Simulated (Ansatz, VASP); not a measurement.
**Cu in VASP and in Ansatz**

```
CELL_PARAMETERS angstrom
2.03483 0.00000 0.00000
-1.01741 1.76221 0.00000
0.00000 0.00000 3.33705
ATOMIC_POSITIONS crystal
Cu 0.33333 0.66667 0.25000
Cu 0.66667 0.33333 0.75000
```

Change from the starting cell: volume scaled by 0.5, PAW files.

Alike in both runs: task single point; functional PBE; k mesh 19 × 19 × 10; occupations fermi-dirac, width 0.05 eV; no spin polarisation.

|  | VASP | Ansatz |
| --- | --- | --- |
| version | VASP 6.6.1 | Ansatz 0.2.0 |
| potentials or method | VASP PAW PBE potentials, release 64 (Cu) | PAW with Ansatz's default frozen-core files, scalar-relativistic |
| plane-wave cutoff (eV) | 520 | 420 |
| valence electrons in the cell | 22 | 38 |

```csv
,VASP,Ansatz,Ansatz less VASP
pressure (GPa),542.3,535.5,-6.81
```

Both programs put the cell under a high pressure, so it lies far from rest at this level. The functional is the same, so the differences come from potentials, cutoffs and numerics. VASP's potentials hold 22 valence electrons a cell and Ansatz's 38, so a difference there can come from the potentials and not from the codes.

Noted on VASP's run: the cell as given lies far from equilibrium.
